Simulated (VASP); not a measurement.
A run of VASP 6.6.1:

INCAR

```
SYSTEM = AlAs
ALGO = Normal
EDIFF = 1E-6
ENCUT = 500
GGA = PS
GGA_COMPAT = .FALSE.
ISIF = 2
ISMEAR = 0
LASPH = .TRUE.
LCHARG = .FALSE.
LORBIT = 11
LORBMOM = .TRUE.
LREAL = .FALSE.
LSORBIT = .TRUE.
LWAVE = .FALSE.
MAGMOM = 0 0 0 0 0 0 0 0 0 0 0 0
NBANDS = 30
NELM = 200
PREC = Accurate
SIGMA = 0.02
```

KPOINTS

```
k-points
0
G
  6 4 6
  0 0 0
```

Contents of POSCAR:

```
AlAs
1.0
    4.0124476425      0.0000000000      0.0000000000
    0.0000000000      5.6744578985      0.0000000000
    0.0000000000      0.0000000000      4.0124476425
Al As
2 2
Direct
    0.0000000000      0.0000000000      0.0000000000
    0.5000000000      0.5000000000      0.5000000000
    0.5000000000      0.2500000000      0.0000000000
    0.0000000000      0.7500000000      0.5000000000
```

Potentials or basis: VASP PAW PBE potentials, release 64 (Al, As).

Run with:

```console
$ cat potpaw_PBE.64/Al/POTCAR potpaw_PBE.64/As/POTCAR > POTCAR
$ mpirun -np 1 vasp_ncl > vasp.out
```

Hardware: 1 thread of AMD EPYC 7R13, on a shared host.

Q: Estimate the wall time of this run.

A: Run time: 3.6 min on 1 thread of AMD EPYC 7R13, with other jobs on the host, peak memory 0.37 GiB. Counts: scf iterations 12, k points 36.
